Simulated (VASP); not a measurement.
Here is a VASP 6.6.1 calculation.

INCAR

```
PREC     = Accurate       # precision mode
ENCUT    = 520            # plane-wave cutoff, eV
EDIFF    = 1E-7           # SCF threshold, eV
ISMEAR   = 0              # smearing method
SIGMA    = 0.1            # smearing width, eV
LREAL    = False          # projectors in reciprocal space
LASPH    = True           # aspherical terms in the spheres
NELM     = 60             # most SCF steps
ALGO     = Normal         # electronic algorithm
ISIF     = 2              # what is computed and relaxed
LWAVE    = False          # write WAVECAR
LCHARG   = False          # write CHGCAR
GGA      = PE             # functional
NBANDS   = 28             # bands
```

KPOINTS

```
Automatic mesh
0
Gamma
  6 6 4
```

The input POSCAR:

```
SnBiO2
1.0
    4.5383750400      0.0000000000      0.0000000000
   -2.2691875200      3.9303480800      0.0000000000
    0.0000000000      0.0000000000      4.8330574400
Sn Bi O
1 1 2
Direct
    0.0000000000      0.0000000000      0.5000000000
    0.0000000000      0.0000000000      0.0000000000
    0.3333333300      0.6666666700      0.0000000000
    0.6666666700      0.3333333300      0.0000000000
```

Potentials or basis: VASP PAW PBE potentials, release 64 (Sn_d, Bi_d, O).

Command:

```bash
$ cat potpaw_PBE.64/Sn_d/POTCAR potpaw_PBE.64/Bi_d/POTCAR potpaw_PBE.64/O/POTCAR > POTCAR
$ mpirun -np 1 vasp_std > vasp.out
```

Task: What does it give for the band gap on the k mesh?

Result: Zero (an odd number of electrons rules out a gap without spin polarisation).

Task: What does it give for the pressure?

Result: 8.1 GPa.

Stress tensor (GPa, compression positive):
```
-14.18   0.00   0.00
  0.00 -14.18   0.00
  0.00   0.00  52.70
```

Caveat: the cell stands under pressure; spin-orbit coupling is left out, which moves the levels of the heavy elements; an odd number of electrons without spin polarisation forces a metal; a magnetic or distorted state may lie lower.
